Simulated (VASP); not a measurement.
# Ir: relaxation of cell and atoms with PBE

The system is Ir.

```
CELL_PARAMETERS angstrom
0.00000 2.63500 2.63500
2.63500 0.00000 2.63500
2.63500 2.63500 0.00000
ATOMIC_POSITIONS crystal
Ir 0.00000 0.00000 0.00000
Ir 0.25000 0.25000 0.25000
```

- Program: VASP 6.6.1
- Task: relaxation of cell and atoms
- Functional: PBE
- Potentials or basis: VASP PAW PBE potentials, release 64 (Ir)
- Cutoff: 600 eV
- k mesh: 13 × 13 × 13
- Occupations: fermi-dirac, width 0.1 eV
- Spin: no spin polarisation
- Dipole correction: no
- Further INCAR settings: ALGO = Normal; EDIFF = 1e-06; IBRION = 2; EDIFFG = -0.03; NSW = 60; ISIF = 3

* Relaxed volume: 21.56 Å³/atom
* Relaxed cell: a = 3.936 Å, b = 3.936 Å, c = 3.936 Å, α = 60.00°, β = 60.00°, γ = 60.00°
* Space group after relaxing (to 0.05 Å): Fd-3m (No. 227)
* Energy gained by relaxing: 384.2 meV/atom
* Ionic steps: 5
* Pressure after relaxing: 0.0 GPa
* Band gap on the k mesh: zero (band 9 reaches 6.14 eV, above the bottom of band 10 at 4.56 eV)

The path:
```tsv
step	energy change (eV)	largest force (eV/Å)	pressure (GPa)	volume (Å³)
1	0.0000	0.0000	44.04	36.59
2	2.7408	0.0000	-24.36	70.21
3	-0.7402	0.0000	-5.72	44.64
4	-0.7668	0.0000	-1.43	43.48
5	-0.7684	0.0000	0.03	43.12
```

Final structure:
```cif
data_structure
_symmetry_space_group_name_H-M 'P 1'
_symmetry_Int_Tables_number 1
_cell_length_a 3.9360
_cell_length_b 3.9360
_cell_length_c 3.9360
_cell_angle_alpha 60.000
_cell_angle_beta 60.000
_cell_angle_gamma 60.000
_cell_volume 43.12
loop_
_atom_site_label
_atom_site_type_symbol
_atom_site_fract_x
_atom_site_fract_y
_atom_site_fract_z
_atom_site_occupancy
Ir1 Ir 0.00000 0.00000 0.00000 1
Ir2 Ir 0.25000 0.25000 0.25000 1
```

Levels at points of the mesh, in eV from the Fermi level:
```
           k point  band 6  band 7  band 8  band 9  band 10  band 11  band 12  band 13
(0.00, 0.00, 0.00)   -4.64   -1.73   -1.73   -1.73     0.78     0.78    10.86    10.94
```

It took 78 s on 1 thread of Intel(R) Xeon(R) 6975P-C (Granite Rapids), on a shared host, peak memory 0.2 GiB.

Caveat: the volume moved by over 15 % at a fixed basis, so the end points are rough; spin-orbit coupling is left out, which moves the levels of the heavy elements.
